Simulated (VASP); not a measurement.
ZnSn2N3, 6 atoms in the cell. The structure is trigonal, space group R-3m (No. 166). Conventional cell: a = 5.944 Å, b = 5.944 Å, c = 8.262 Å, α = 90.00°, β = 90.00°, γ = 120.00°. Zn (site symmetry -3m) has 6 N at 2.20 Å and 2 Sn at 2.69 Å within 2.9 Å. Within 2.9 Å of Sn (site symmetry 3m) lie 3 N at 2.16 Å and 1 Zn at 2.69 Å and 1 Sn at 2.88 Å. N (site symmetry 2/m) has 2 Sn at 2.16 Å and 2 Zn at 2.20 Å within 2.9 Å. 

| Quantity | Value |
| --- | --- |
| Program | VASP 6.6.1 |
| Task | single point |
| Functional | PBE |
| Potentials or basis | VASP PAW PBE potentials, release 64 (Zn, Sn_d, N) |
| Cutoff | 520 eV |
| k mesh | 12 × 12 × 12 |
| Occupations | gaussian, width 0.1 eV |
| Spin | no spin polarisation |
| Dipole correction | no |
| Further INCAR settings | ALGO = Normal; EDIFF = 1e-06; NBANDS = 36 |

Potentials or basis: VASP PAW PBE potentials, release 64 (Zn, Sn_d, N).

Launch:

```bash
$ cat potpaw_PBE.64/Zn/POTCAR potpaw_PBE.64/Sn_d/POTCAR potpaw_PBE.64/N/POTCAR > POTCAR
$ mpirun -np 1 vasp_std > vasp.out
```

Hardware: 1 thread of Intel(R) Xeon(R) Platinum 8488C (Sapphire Rapids), on a shared host.

Question: How long does it take, and how much memory?

Answer: Wall time 5.9 min on 1 thread of Intel(R) Xeon(R) Platinum 8488C (Sapphire Rapids), with other jobs on the host, peak memory 0.58 GiB. Counts: scf iterations 15, k points 189.
